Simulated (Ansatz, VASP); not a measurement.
Two plane-wave programs on BN

```xyz
2
Lattice="0.0000 1.8048 1.8048 1.8048 0.0000 1.8048 1.8048 1.8048 0.0000" Properties=species:S:1:pos:R:3 pbc="T T T"
B     0.0000    0.0000    0.0000
N     0.9024    0.9024    0.9024
```

Alike in both runs: task single point; functional PBE-based screened hybrid; k mesh 6 × 6 × 6; no spin polarisation.

|  | VASP | Ansatz |
| --- | --- | --- |
| version | VASP 6.6.1 | Ansatz 0.2.0 |
| potentials or method | VASP PAW PBE potentials, release 64 (B, N) | plane waves |
| plane-wave cutoff (eV) | 520 | 420 |
| occupations | gaussian, width 0.01 eV | fixed |
| valence electrons in the cell | 8 | 8 |

```tsv
	VASP	Ansatz	Ansatz less VASP
gap on the k mesh at the Fermi level (eV)	4.74	4.76	+0.013
pressure (GPa)	2.0	1.6	-0.32
```

VASP's potentials were made for PBE, not for PBE-based screened hybrid. Ansatz's warnings: stress exchange threshold loose, stress scf threshold loose.

The k mesh is coarse, so the values compare programs but aren't converged.
